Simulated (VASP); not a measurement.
# H2ClF in VASP: relaxation of the atoms with PBE

Aim: the relaxation of the atoms of H2ClF with PBE.

Program: VASP 6.6.1. These are calculated values, not measurements. Logs are shortened: lines on timing, memory, paths and dates and some standing lists are left out, and cuts for length are marked.

### Step 1. The cell of the first run

The cell holds a disordered packing, 20 atoms: a = 8.206 Å, b = 8.206 Å, c = 8.206 Å, α = 90.00°, β = 90.00°, γ = 90.00°.

### Step 2. Relaxation of the atoms, PBE

Contents of INCAR:

```
ALGO     = Normal         # electronic algorithm
EDIFF    = 1E-6           # SCF threshold, eV
EDIFFG   = -0.3           # ionic threshold
ENCUT    = 520            # plane-wave cutoff, eV
GGA      = PE             # functional
IBRION   = 2              # ionic algorithm
ISIF     = 2              # what is computed and relaxed
ISMEAR   = -1             # smearing method
LASPH    = T              # aspherical terms in the spheres
LCHARG   = F              # write CHGCAR
LREAL    = Auto         
LWAVE    = F              # write WAVECAR
NELM     = 60             # most SCF steps
NSW      = 35             # ionic steps
PREC     = Accurate       # precision mode
SIGMA    = 0.02           # smearing width, eV
```

Contents of KPOINTS:

```
k-points
0
Gamma
  1 1 1
```

Contents of POSCAR:

```
H2ClF
1.0
    8.2056080000      0.0000000000      0.0000000000
    0.0000000000      8.2056080000      0.0000000000
    0.0000000000      0.0000000000      8.2056080000
F H Cl
5 10 5
Direct
    0.8819787000      0.8673186000      0.7463801000
    0.6349707000      0.1405787000      0.8111671000
    0.4037599000      0.5012496000      0.0592554000
    0.7569197000      0.2789367000      0.5804746000
    0.5156829000      0.0684785000      0.3482641000
    0.8515477000      0.8080822000      0.6540869000
    0.5343355000      0.1703733000      0.7671459000
    0.5019474000      0.4876616000      0.0033305000
    0.7662759000      0.2840691000      0.4671647000
    0.5920608000      0.1449093000      0.3840101000
    0.1319832000      0.4167696000      0.7686021000
    0.6461026000      0.8851843000      0.8894136000
    0.1360616000      0.2841474000      0.2272069000
    0.1799804000      0.7934328000      0.0226225000
    0.9356256000      0.5310003000      0.1502300000
    0.0257805000      0.4270296000      0.8823916000
    0.6614808000      0.8752139000      1.0443214000
    0.2184645000      0.2240514000      0.3452347000
    0.1332926000      0.8810226000      0.1429579000
    0.9346911000      0.5050177000      0.3040362000
```

Potentials or basis: VASP PAW PBE potentials, release 64 (F, H, Cl).

Run with:

```console
cat potpaw_PBE.64/F/POTCAR potpaw_PBE.64/H/POTCAR potpaw_PBE.64/Cl/POTCAR > POTCAR
mpirun -np 1 vasp_gam > vasp.out
```

OUTCAR:

```text
EDIFF = 1E-6
   EDIFFG = -0.3
   ENCUT = 520
   GGA = PE
   IBRION = 2
   ISIF = 2
   ISMEAR = -1
   LASPH = T
   LREAL = Auto
   NELM = 60
   NSW = 35
   PREC = Accurate

 ion  position               nearest neighbor table
   1  0.882  0.867  0.746-   6 0.93
   2  0.635  0.141  0.811-   7 0.93
   3  0.404  0.501  0.059-   8 0.93
   4  0.757  0.279  0.580-   9 0.93
   5  0.516  0.068  0.348-  10 0.93
   6  0.852  0.808  0.654-   1 0.93
[... 12 lines left out ...]
  19  0.133  0.881  0.143-  14 1.28
  20  0.935  0.505  0.304-  15 1.28

  LATTYP: Found a simple cubic cell.
 ALAT       =     8.2056080000

  Lattice vectors:

 A1 = (   8.2056080000,   0.0000000000,   0.0000000000)
 A2 = (   0.0000000000,   8.2056080000,   0.0000000000)
 A3 = (   0.0000000000,   0.0000000000,   8.2056080000)

Analysis of symmetry for initial positions (statically):
=====================================================================
 Subroutine PRICEL returns:
 Original cell was already a primitive cell.

 Routine SETGRP: Setting up the symmetry group for a
 simple cubic supercell.

 Subroutine GETGRP returns: Found  1 space group operations
 (whereof  1 operations were pure point group operations)
 out of a pool of 48 trial point group operations.

The static configuration has the point symmetry C_1 .

Analysis of symmetry for dynamics (positions and initial velocities):
=====================================================================
 Subroutine PRICEL returns:
 Original cell was already a primitive cell.

 Routine SETGRP: Setting up the symmetry group for a
 simple cubic supercell.

 Subroutine GETGRP returns: Found  1 space group operations
 (whereof  1 operations were pure point group operations)
 out of a pool of 48 trial point group operations.

The dynamic configuration has the point symmetry C_1 .

 Subroutine INISYM returns: Found  1 space group operations
 (whereof  1 operations are pure point group operations),
 and found     1 'primitive' translations

----------------------------------------------------------------------------------------

                                     Primitive cell

  volume of cell :     552.5000

  direct lattice vectors                    reciprocal lattice vectors
     8.205608000  0.000000000  0.000000000     0.121867874  0.000000000  0.000000000
     0.000000000  8.205608000  0.000000000     0.000000000  0.121867874  0.000000000
     0.000000000  0.000000000  8.205608000     0.000000000  0.000000000  0.121867874

  length of vectors
[... 98 lines left out ...]
   IBRION =      2    ionic relax: 0-MD 1-quasi-New 2-CG
   NFREE  =      1    steps in history (QN), initial steepest desc. (CG)
   ISIF   =      2    stress and relaxation
   ISYM   =      2    0-nonsym 1-usesym 2-fastsym
   POTIM  = 0.5000    time-step for ionic-motion
   TEBEG  =    0.0;   TEEND  =   0.0 temperature during run
   PSTRESS=    0.0 pullay stress
   NELECT =      80.0000    total number of electrons
   NUPDOWN=      -1.0000    fix difference up-down
   EMIN   =  10.00;   EMAX   =-10.00  energy-range for DOS
   EFERMI =   0.00;   METHOD = LEGACY
   ISMEAR =    -1;   SIGMA  =   0.02  broadening in eV -4-tet -1-fermi 0-gaus
   EFERMI_NEDOS =   21; number of points for ismear=-14 and -15
   IALGO  =     38    algorithm
   IMIX   =      4    mixing-type and parameters
     AMIX     =   0.40;   BMIX     =  1.00
     AMIX_MAG =   1.60;   BMIX_MAG =  1.00
  volume/ion in A,a.u.               =      27.63       186.42
  Fermi-wavevector in a.u.,A,eV,Ry     =   0.859661  1.624524 10.054945  0.739018
  Thomas-Fermi vector in A             =   1.977050
   LORBIT       =      0    0 simple, 1 ext, 2 COOP (PROOUT), +10 PAW based schemes
   GGA     = PE    functional components
   LHFCALC =     F    Hartree Fock is set to
   AEXX    =    0.0000 exact exchange contribution
   IVDW    =     0    specifies the selected vdW correction
   LEPSILON=     F    determine dielectric tensor
   LRPA    =     F    only Hartree local field effects (RPA)
 conjugate gradient relaxation of ions
 non-spin polarized calculation
  energy-cutoff  :      520.00
  volume of cell :      552.50
 maximum number of plane-waves:      7398
 NGX is ok and might be reduce to    64
   NGX = 31   NGY = 31   NGZ = 31

--------------------------------------- Ionic step        1  -------------------------------------------

 number of electron      80.0000016 magnetization

 Free energy of the ion-electron system (eV)
  ---------------------------------------------------
  ext. energy  EPLUGINS =         0.00000000
  ---------------------------------------------------
  free energy    TOTEN  =       -69.65071070 eV

  energy without entropy =      -69.65071070  energy(sigma->0) =      -69.65071070

------------------------ aborting loop because EDIFF is reached ----------------------------------------

  FORCE on cell =-STRESS in cart. coord.  units (eV):
  Direction    XX          YY          ZZ          XY          YZ          ZX
  --------------------------------------------------------------------------------------
  -------------------------------------------------------------------------------------
  Total        3.3160185      2.3697779      3.4214286     -0.8930445     -0.8917625     -0.6502879
  in kB        9.6160173      6.8720441      9.9216927     -2.5897115     -2.5859938     -1.8857494
  external PRESSURE =       8.8032514 kB  Pullay stress =       0.0000000 kB
[... 143 lines left out ...]
  FREE ENERGIE OF THE ION-ELECTRON SYSTEM (eV)
  ---------------------------------------------------
  free  energy   TOTEN  =       -69.6910085570 eV

  energy  without entropy=      -69.6910085570  energy(sigma->0) =      -69.69100856

[... ionic steps 4 to 27 ...]

--------------------------------------- Ionic step       28  -------------------------------------------

 number of electron      80.0000009 magnetization

------------------------ aborting loop because EDIFF is reached ----------------------------------------
[... 103 lines left out ...]
--------------------------------------- Ionic step       30  -------------------------------------------

 number of electron      80.0000002 magnetization

 Free energy of the ion-electron system (eV)
  ---------------------------------------------------
  ext. energy  EPLUGINS =         0.00000000
  ---------------------------------------------------
  free energy    TOTEN  =       -70.82958377 eV

  energy without entropy =      -70.82958377  energy(sigma->0) =      -70.82958377

 E-fermi :  -4.4171     XC(G=0):  -5.0576

 val. band max:       -4.9833014014   @ k =   0.0000   0.0000   0.0000
 cond. band min:      -0.0838849834   @ k =   0.0000   0.0000   0.0000
 fundamental gap:      4.8994164180
 Fermi energy:        -4.4171429538

 k-point     1 :       0.0000    0.0000    0.0000
  band No.  band energies     occupation
      1     -28.2563      2.00000
      2     -27.6172      2.00000
      3     -27.5743      2.00000
      4     -27.4482      2.00000
      5     -26.7260      2.00000
      6     -19.3956      2.00000
[... 90 lines left out ...]
  FREE ENERGIE OF THE ION-ELECTRON SYSTEM (eV)
  ---------------------------------------------------
  free  energy   TOTEN  =       -70.8295837662 eV

  energy  without entropy=      -70.8295837662  energy(sigma->0) =      -70.82958377

 reached required accuracy - stopping structural energy minimisation
```

OSZICAR:

```text
N       E                     dE             d eps       ncg     rms          rms(c)
DAV:   1     0.788339219752E+03    0.78834E+03   -0.37612E+04   110   0.132E+03
DAV:   2     0.312973334756E+02   -0.75704E+03   -0.73270E+03   145   0.292E+02
DAV:   3    -0.723176996054E+02   -0.10362E+03   -0.10316E+03   124   0.121E+02
[... 323 lines left out ...]
DAV:   4    -0.708295902899E+02    0.80081E-04   -0.70743E-04   116   0.128E-01    0.504E-02
DAV:   5    -0.708295884513E+02    0.18386E-05   -0.11616E-04   116   0.488E-02    0.261E-02
DAV:   6    -0.708295860421E+02    0.24092E-05   -0.11497E-05   124   0.158E-02    0.190E-02
DAV:   7    -0.708295844372E+02    0.16049E-05   -0.24106E-06    92   0.757E-03    0.908E-03
DAV:   8    -0.708295837662E+02    0.67105E-06   -0.84218E-07    76   0.498E-03
  30 F= -.70829584E+02 E0= -.70829584E+02  d E =-.151078E-01
```

Run time: 27 min. Hardware: 1 thread of Intel Xeon 8259CL, shared host; peak memory 0.61 GiB.

What came out:

```
Free energy                  : -70.8296 eV
Energy gained by relaxing    : 58.9 meV/atom
Ionic steps                  : 30
Pressure after relaxing      : 0.0 GPa
Largest force after relaxing : 0.282 eV/Å
```

Forces in eV/Å, atoms in the order of the input:
```
F   -0.020 -0.070 -0.107
F   -0.061  0.042 -0.156
F    0.067 -0.041 -0.040
F   -0.149 -0.089  0.222
F   -0.075  0.088  0.110
H    0.008  0.118  0.063
H    0.151 -0.066  0.124
H   -0.179  0.087 -0.051
H    0.045  0.098 -0.207
H    0.169 -0.179 -0.032
H    0.174  0.052  0.018
H   -0.010 -0.058 -0.120
H    0.051  0.088 -0.196
H    0.086 -0.109 -0.150
H    0.068  0.064 -0.047
Cl  -0.187 -0.051  0.058
Cl  -0.031  0.043  0.028
Cl  -0.040 -0.049  0.227
Cl  -0.031  0.107  0.092
Cl  -0.036 -0.076  0.165
```

Step by step:
```csv
step,energy change (eV),largest force (eV/Å),pressure (GPa)
1,0.0000,0.7991,0.88
2,-0.0342,1.1915,0.06
3,-0.0403,0.8990,0.28
4,-0.0737,0.8101,0.25
5,-0.1554,0.8913,0.16
6,-0.2384,1.5382,-0.08
7,-0.2823,1.4686,-0.07
8,-0.4008,1.2765,-0.08
9,-0.5748,0.9820,-0.15
10,-0.5814,2.7867,-0.50
11,-0.6450,1.7575,-0.29
12,-0.7642,0.9817,0.11
13,-0.8180,0.9303,0.63
14,-0.8895,0.5282,0.30
15,-0.9100,0.7708,-0.04
16,-0.9435,0.7295,-0.27
17,-0.9435,0.7464,-0.27
18,-0.9707,0.5205,0.12
19,-0.9708,0.5562,0.14
20,-0.9959,0.5473,0.23
21,-0.9997,0.8371,0.28
22,-1.0246,0.4414,0.16
23,-1.0532,0.9520,-0.20
24,-1.0674,0.9703,-0.21
25,-1.1009,1.0345,-0.26
26,-1.1247,1.1991,-0.41
27,-1.1521,0.6020,-0.27
28,-1.1638,0.4058,-0.09
29,-1.1729,0.3579,-0.05
30,-1.1789,0.2816,0.02
```

Final structure:
```cif
data_structure
_symmetry_space_group_name_H-M 'P 1'
_symmetry_Int_Tables_number 1
_cell_length_a 8.2056
_cell_length_b 8.2056
_cell_length_c 8.2056
_cell_angle_alpha 90.000
_cell_angle_beta 90.000
_cell_angle_gamma 90.000
_cell_volume 552.50
loop_
_atom_site_label
_atom_site_type_symbol
_atom_site_fract_x
_atom_site_fract_y
_atom_site_fract_z
_atom_site_occupancy
F1 F 0.89155 0.85231 0.72555 1
F2 F 0.58289 0.15354 0.85342 1
F3 F 0.39746 0.48116 0.02943 1
F4 F 0.73339 0.27854 0.49419 1
F5 F 0.56343 0.02668 0.38880 1
H1 H 0.86496 0.81077 0.62192 1
H2 H 0.53752 0.16937 0.74907 1
H3 H 0.50686 0.51737 0.02610 1
H4 H 0.82693 0.33052 0.45087 1
H5 H 0.60476 0.13381 0.40336 1
H6 H 0.13986 0.42716 0.77852 1
H7 H 0.68567 0.89729 0.94216 1
H8 H 0.14961 0.29386 0.23978 1
H9 H 0.18297 0.77558 0.01594 1
H10 H 0.93246 0.55982 0.16553 1
Cl1 Cl 0.00628 0.40234 0.85564 1
Cl2 Cl 0.62653 0.79569 0.04664 1
Cl3 Cl 0.19955 0.22730 0.37176 1
Cl4 Cl 0.14154 0.87268 0.13079 1
Cl5 Cl 0.86872 0.56877 0.30881 1
```

Caveat: the k points lie up to 0.77 Å⁻¹ apart; the relaxation stopped at a loose force limit of 0.3 eV/Å, so its end isn't a converged minimum.
